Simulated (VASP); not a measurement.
Runs of VASP 6.6.1 on C. The structure is that of space group P6_3/mmc (No. 194), or close to it. The cells are those of the table. 

```tsv
cell	gap on the mesh (eV)	pressure (GPa)	largest force (eV/Å)
a = 2.573, b = 2.573, c = 8.280 Å, angles 90.0, 90.0, 120.0°, 8 atoms	4.36	-19.1	0.06
a = 2.447, b = 2.447, c = 8.694 Å, angles 90.0, 90.0, 120.0°, 8 atoms	3.68	5.1	0.20
a = 2.573, b = 2.573, c = 8.073 Å, angles 90.0, 90.0, 120.0°, 8 atoms	4.05	(b)	0.21
a = 2.635, b = 2.635, c = 8.280 Å, angles 90.0, 90.0, 120.0°, 8 atoms	3.92	-34.7	0.08
a = 2.573, b = 2.573, c = 8.487 Å, angles 90.0, 90.0, 120.0°, 8 atoms	4.58	-28.3	0.06
a = 2.573, b = 2.573, c = 8.694 Å, angles 90.0, 90.0, 120.0°, 8 atoms	4.70	(c)	0.18
a = 2.573, b = 2.573, c = 7.866 Å, angles 90.0, 90.0, 120.0°, 8 atoms	3.69	5.8	0.56
a = 2.510, b = 2.510, c = 8.487 Å, angles 90.0, 90.0, 120.0°, 8 atoms	4.92	-9.3	(a)
```

Alike in all rows: task single point; level r2SCAN; potentials or basis VASP PAW PBE potentials, release 64 (C); no spin polarisation; k mesh 12 × 12 × 4; cutoff (eV) 520; smearing gaussian 0.05 eV.

**Question.** Estimate the missing entries.

**Answer.** (a) 0.05; (b) -7.8; (c) -35.9.

Caveats: the PAW data sets were made with another functional, which shifts forces and pressure a little.

A k mesh can miss the band edges.
